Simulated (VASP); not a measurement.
# LiF in VASP: notebook

The runs below take LiF through single point, relaxation of cell and atoms, with PBE, r2SCAN.

Everything below comes from runs of VASP 6.6.1. Logs are shortened: lines on timing, memory, paths and dates and some standing lists are left out, and cuts for length are marked.

## Step 1: The cell of the first run

It takes space group Fm-3m (No. 225, cubic). Conventional cell: a = 4.067 Å, b = 4.067 Å, c = 4.067 Å, α = 90.00°, β = 90.00°, γ = 90.00°. Within 2.7 Å of Li (site symmetry m-3m) lie 6 F at 2.03 Å. F (site symmetry m-3m) has 6 Li at 2.03 Å within 2.7 Å.

## Step 2: Single point, PBE

Contents of INCAR:

```
SYSTEM = LiF
PREC     = Accurate       ! precision mode
ENCUT    = 520            ! plane-wave cutoff, eV
EDIFF    = 1E-6           ! SCF threshold, eV
ISMEAR   = 0              ! smearing method
SIGMA    = 0.02           ! smearing width, eV
LREAL    = .FALSE.        ! projectors in reciprocal space
LASPH    = .TRUE.         ! aspherical terms in the spheres
NELM     = 100            ! most SCF steps
ALGO     = Normal         ! electronic algorithm
ISIF     = 2              ! what is computed and relaxed
LWAVE    = .FALSE.        ! write WAVECAR
LCHARG   = .FALSE.        ! write CHGCAR
GGA      = PE             ! functional
NBANDS   = 12             ! bands
```

Contents of KPOINTS:

```
regular mesh
0
G
  10 10 10
  0 0 0
```

Contents of POSCAR:

```
LiF
1.0
    0.0000000000      2.0336720977      2.0336720977
    2.0336720977      0.0000000000      2.0336720977
    2.0336720977      2.0336720977      0.0000000000
Li F
1 1
Direct
    0.0000000000      0.0000000000      0.0000000000
    0.5000000000      0.5000000000      0.5000000000
```

Potentials or basis: VASP PAW PBE potentials, release 64 (Li_sv, F).

Launch:

```
> cat potpaw_PBE.64/Li_sv/POTCAR potpaw_PBE.64/F/POTCAR > POTCAR
> mpirun -np 1 vasp_std > vasp.out
```

OUTCAR:

```text
SYSTEM = LiF
   PREC = Accurate
   ENCUT = 520
   EDIFF = 1E-6
   ISMEAR = 0
   LREAL = .FALSE.
   LASPH = .TRUE.
   NELM = 100
   ISIF = 2
   GGA = PE

 ion  position               nearest neighbor table
   1  0.000  0.000  0.000-   2 2.03   2 2.03   2 2.03   2 2.03   2 2.03   2 2.03
   2  0.500  0.500  0.500-   1 2.03   1 2.03   1 2.03   1 2.03   1 2.03   1 2.03

  LATTYP: Found a face centered cubic cell.
 ALAT       =     4.0673441954

  Lattice vectors:

 A1 = (   0.0000000000,   2.0336720977,   2.0336720977)
 A2 = (   2.0336720977,   0.0000000000,   2.0336720977)
 A3 = (   2.0336720977,   2.0336720977,   0.0000000000)

Analysis of symmetry for initial positions (statically):
=====================================================================
 Subroutine PRICEL returns:
 Original cell was already a primitive cell.

 Routine SETGRP: Setting up the symmetry group for a
 face centered cubic supercell.

 Subroutine GETGRP returns: Found 48 space group operations
 (whereof 48 operations were pure point group operations)
 out of a pool of 48 trial point group operations.

The static configuration has the point symmetry O_h .

Analysis of symmetry for dynamics (positions and initial velocities):
=====================================================================
 Subroutine PRICEL returns:
 Original cell was already a primitive cell.

 Routine SETGRP: Setting up the symmetry group for a
 face centered cubic supercell.

 Subroutine GETGRP returns: Found 48 space group operations
 (whereof 48 operations were pure point group operations)
 out of a pool of 48 trial point group operations.

The dynamic configuration has the point symmetry O_h .

 Subroutine INISYM returns: Found 48 space group operations
 (whereof 48 operations are pure point group operations),
 and found     1 'primitive' translations

----------------------------------------------------------------------------------------

                                     Primitive cell

  volume of cell :      16.8218

  direct lattice vectors                    reciprocal lattice vectors
     0.000000000  2.033672098  2.033672098    -0.245860678  0.245860678  0.245860678
     2.033672098  0.000000000  2.033672098     0.245860678 -0.245860678  0.245860678
     2.033672098  2.033672098  0.000000000     0.245860678  0.245860678 -0.245860678

  length of vectors
     2.876046662  2.876046662  2.876046662     0.425843185  0.425843185  0.425843185

  position of ions in fractional coordinates (direct lattice)
     0.000000000  0.000000000  0.000000000
     0.500000000  0.500000000  0.500000000

  ion indices of the primitive-cell ions
   primitive index   ion index
[... 88 lines left out ...]
   EFERMI =   0.00;   METHOD = LEGACY
   ISMEAR =     0;   SIGMA  =   0.02  broadening in eV -4-tet -1-fermi 0-gaus
   EFERMI_NEDOS =   21; number of points for ismear=-14 and -15
   IALGO  =     38    algorithm
   IMIX   =      4    mixing-type and parameters
     AMIX     =   0.40;   BMIX     =  1.00
     AMIX_MAG =   1.60;   BMIX_MAG =  1.00
  volume/ion in A,a.u.               =       8.41        56.76
  Fermi-wavevector in a.u.,A,eV,Ry     =   1.376524  2.601254 25.780582  1.894819
  Thomas-Fermi vector in A             =   2.501761
   LORBIT       =      0    0 simple, 1 ext, 2 COOP (PROOUT), +10 PAW based schemes
   GGA     = PE    functional components
   LHFCALC =     F    Hartree Fock is set to
   AEXX    =    0.0000 exact exchange contribution
   IVDW    =     0    specifies the selected vdW correction
   LEPSILON=     F    determine dielectric tensor
   LRPA    =     F    only Hartree local field effects (RPA)
 non-spin polarized calculation
 Gauss-broadening in eV      SIGMA  =   0.02
  energy-cutoff  :      520.00
  volume of cell :       16.82
 maximum number of plane-waves:       465
 NGX is ok and might be reduce to    24

 number of electron      10.0000000 magnetization

 number of electron       9.9999992 magnetization

 Free energy of the ion-electron system (eV)
  ---------------------------------------------------
  ext. energy  EPLUGINS =         0.00000000
  ---------------------------------------------------
  free energy    TOTEN  =        -9.64092396 eV

  energy without entropy =       -9.64092396  energy(sigma->0) =       -9.64092396

 E-fermi :  -1.0503     XC(G=0):  -9.8412

 val. band max:       -1.1914382303   @ k =   0.0000   0.0000   0.0000
 cond. band min:       7.6415192861   @ k =   0.0000   0.0000   0.0000
 fundamental gap:      8.8329575163
 Fermi energy:        -1.0502809539

 k-point     1 :       0.0000    0.0000    0.0000
  band No.  band energies     occupation
      1     -42.1796      2.00000
      2     -21.0869      2.00000
      3      -1.1914      2.00000
      4      -1.1914      2.00000
      5      -1.1914      2.00000
      6       7.6415      0.00000
      7      22.3910      0.00000
      8      22.3910      0.00000
      9      22.3910      0.00000
     10      22.8451      0.00000
     11      22.8451      0.00000
     12      22.8451      0.00000
[... 331 lines left out ...]
 k-point    24 :       0.4000    0.3000    0.0000
  band No.  band energies     occupation
      1     -42.1266      2.00000
      2     -20.5894      2.00000
      3      -3.4200      2.00000
      4      -2.0264      2.00000
      5      -1.9192      2.00000
      6      11.6195      0.00000
      7      15.4155      0.00000
      8      17.0381      0.00000
      9      18.6496      0.00000
     10      19.7130      0.00000
     11      32.0650      0.00000
     12      33.2047      0.00000

 [... further k-points ...]

------------------------ aborting loop because EDIFF is reached ----------------------------------------

  FORCE on cell =-STRESS in cart. coord.  units (eV):
  Direction    XX          YY          ZZ          XY          YZ          ZX
  --------------------------------------------------------------------------------------
  -------------------------------------------------------------------------------------
  Total       -0.0450572     -0.0450572     -0.0450572      0.0000000      0.0000000     -0.0000000
  in kB       -4.2914285     -4.2914285     -4.2914285      0.0000000      0.0000000     -0.0000000
  external PRESSURE =      -4.2914285 kB  Pullay stress =       0.0000000 kB

 VOLUME and BASIS-vectors are now :
 -----------------------------------------------------------------------------
  energy-cutoff  :      520.00
  volume of cell :       16.82
      direct lattice vectors                 reciprocal lattice vectors
     0.000000000  2.033672098  2.033672098    -0.245860678  0.245860678  0.245860678
     2.033672098  0.000000000  2.033672098     0.245860678 -0.245860678  0.245860678
     2.033672098  2.033672098  0.000000000     0.245860678  0.245860678 -0.245860678

 POSITION                                       TOTAL-FORCE (eV/Angst)
 -----------------------------------------------------------------------------------
      0.00000      0.00000      0.00000         0.000000      0.000000     -0.000000
      2.03367      2.03367      2.03367        -0.000000      0.000000      0.000000
 -----------------------------------------------------------------------------------
    total drift:                               -0.000000     -0.000000      0.000000

  FREE ENERGIE OF THE ION-ELECTRON SYSTEM (eV)
  ---------------------------------------------------
  free  energy   TOTEN  =        -9.6409239599 eV

  energy  without entropy=       -9.6409239599  energy(sigma->0) =       -9.64092396
```

OSZICAR:

```text
N       E                     dE             d eps       ncg     rms          rms(c)
DAV:   1     0.318135462676E+02    0.31814E+02   -0.53005E+03  1168   0.824E+02
DAV:   2    -0.903005226559E+01   -0.40844E+02   -0.40044E+02  1376   0.187E+02
DAV:   3    -0.101404624819E+02   -0.11104E+01   -0.11074E+01  1484   0.269E+01
DAV:   4    -0.101526234112E+02   -0.12161E-01   -0.12160E-01  1296   0.296E+00
DAV:   5    -0.101527474089E+02   -0.12400E-03   -0.12400E-03  1508   0.219E-01    0.455E+00
DAV:   6    -0.962953044952E+01    0.52322E+00   -0.25537E+00  1244   0.982E+00    0.141E+00
DAV:   7    -0.963384927428E+01   -0.43188E-02   -0.17975E-02  1496   0.117E+00    0.867E-01
DAV:   8    -0.964081108843E+01   -0.69618E-02   -0.15683E-02  1384   0.130E+00    0.114E-01
DAV:   9    -0.964083436396E+01   -0.23276E-04   -0.95275E-04  1320   0.276E-01    0.438E-02
DAV:  10    -0.964092048594E+01   -0.86122E-04   -0.14475E-04  1284   0.919E-02    0.144E-02
DAV:  11    -0.964092345029E+01   -0.29643E-05   -0.57879E-06  1428   0.229E-02    0.158E-03
DAV:  12    -0.964092395990E+01   -0.50962E-06   -0.54249E-07  1316   0.645E-03
   1 F= -.96409240E+01 E0= -.96409240E+01  d E =-.108196E-25
```

stdout:

```text
POSCAR found type information on POSCAR LiF
 POSCAR found :  2 types and       2 ions
 scaLAPACK will be used
 LDA part: xc-table for (Slater+PW92), standard interpolation
 POSCAR, INCAR and KPOINTS ok, starting setup
 FFT: planning ... GRIDC
 FFT: planning ... GRID_SOFT
 FFT: planning ... GRID
 WAVECAR not read
 entering main loop
```

It took 14 s on 1 thread of Intel Xeon 8259CL, shared host; peak memory 0.13 GiB.

Results:

* Free energy: -9.6409 eV
* Band gap on the k mesh: 8.83 eV

Caveat: the cutoff is under 1.25 times the usual one of these potentials, so pressure, stress and relaxed cells hold a basis-set (Pulay) error. A k mesh can miss the band edges.

## Step 3: Single point, r2SCAN

POSCAR is that of step 2.

Contents of INCAR.step1:

```
PREC = Accurate
ENCUT = 520
ISMEAR = 0
SIGMA = 0.02
LREAL = F
LASPH = T
NELM = 80
NBANDS = 12
GGA = PE
ALGO = Normal
EDIFF = 1E-4
LWAVE = T
LCHARG = F
```

Contents of INCAR.step2:

```
PREC = Accurate
ENCUT = 520
EDIFF = 1E-7
ISMEAR = 0
SIGMA = 0.02
LREAL = F
LASPH = T
NELM = 80
ALGO = Normal
ISIF = 2
LWAVE = F
LCHARG = F
METAGGA = R2SCAN
LMIXTAU = T
NBANDS = 12
ISTART = 1
```

Contents of KPOINTS:

```
regular mesh
0
Gamma
  10 10 10
```

Potentials or basis: VASP PAW PBE potentials, release 64 (Li_sv, F).

Launch:

```
> cat potpaw_PBE.64/Li_sv/POTCAR potpaw_PBE.64/F/POTCAR > POTCAR
> cp INCAR.step1 INCAR
> mpirun -np 1 vasp_std > vasp.out
> cp INCAR.step2 INCAR
> mpirun -np 1 vasp_std > vasp.out
```

It took 51 s on 1 thread of Intel Xeon 8259CL, shared host; peak memory 0.14 GiB.

Results (log left out):

* Free energy: -11.8891 eV
* Band gap on the k mesh: 9.98 eV

Levels at points of the mesh, in eV from the valence-band top:
```tsv
k point	band 2	band 3	band 4	band 5	band 6	band 7	band 8	band 9
(0.00, 0.00, 0.00)	-21.02	0.00	0.00	0.00	9.98	25.19	25.19	25.19
(0.50, 0.00, 0.00)	-20.63	-2.40	-0.23	-0.23	11.67	17.76	20.18	20.18
(0.50, 0.50, 0.00)	-20.39	-2.88	-0.96	-0.96	15.76	17.29	18.72	21.55
```

Caveat: the cutoff is under 1.25 times the usual one of these potentials, so pressure, stress and relaxed cells hold a basis-set (Pulay) error; the PAW data sets were made with another functional, which shifts forces and pressure a little. A k mesh can miss the band edges.

## Step 4: Single point, PBE

This run uses another cell than the first one: it holds 4 atoms, not 2.

Contents of INCAR:

```
SYSTEM = LiF
ALGO = Normal ; EDIFF = 1E-6
ENCUT = 520 ; GGA = PE
ISIF = 2 ; ISMEAR = 0
LASPH = .True. ; LCHARG = .False.
LREAL = .False. ; LWAVE = .False.
NBANDS = 18 ; NELM = 80
PREC = Accurate ; SIGMA = 0.1
```

Contents of KPOINTS:

```
k-points
0
Gamma
  6 6 6
  0 0 0
```

Contents of POSCAR:

```
LiF
1.0
   -2.0336720977      0.0000000000     -2.0336720977
   -2.0336720977     -2.0336720977      0.0000000000
   -4.0673441954      2.0336720977      2.0336720977
Li F
2 2
Direct
    1.0000000000      1.0000000000      0.0000000000
    0.5000000000      0.5000000000      0.5000000000
    0.2500000000      0.2500000000      0.2500000000
    0.7500000000      0.7500000000      0.7500000000
```

Launch:

```
> cat potpaw_PBE.64/Li_sv/POTCAR potpaw_PBE.64/F/POTCAR > POTCAR
> mpirun -np 1 vasp_std > vasp.out
```

It took 24 s on 1 thread of Intel Xeon 8259CL, shared host; peak memory 0.16 GiB.

Results (log left out):

```yaml
Free_energy: -19.2818 eV
Band_gap_on_the_k_mesh: 8.83 eV
```

Levels at points of the mesh, in eV from the valence-band top:
| k point | band 7 | band 8 | band 9 | band 10 | band 11 | band 12 | band 13 | band 14 |
| --- | --- | --- | --- | --- | --- | --- | --- | --- |
| (0.00, 0.00, 0.00) | -0.22 | 0.00 | 0.00 | 0.00 | 8.83 | 10.62 | 16.39 | 18.66 |
| (0.50, 0.00, 0.00) | -1.11 | -1.11 | -0.60 | -0.60 | 12.75 | 12.75 | 15.60 | 15.60 |
| (0.50, 0.50, 0.00) | -0.96 | -0.96 | -0.22 | -0.22 | 10.62 | 14.54 | 16.33 | 16.39 |
| (0.00, 0.00, 0.50) | -0.11 | -0.11 | -0.11 | -0.11 | 10.11 | 10.11 | 17.68 | 17.68 |

Caveat: the k points lie up to 0.43 Å⁻¹ apart; the cutoff is under 1.25 times the usual one of these potentials, so pressure, stress and relaxed cells hold a basis-set (Pulay) error.

(Continued in part 2 of 2.)
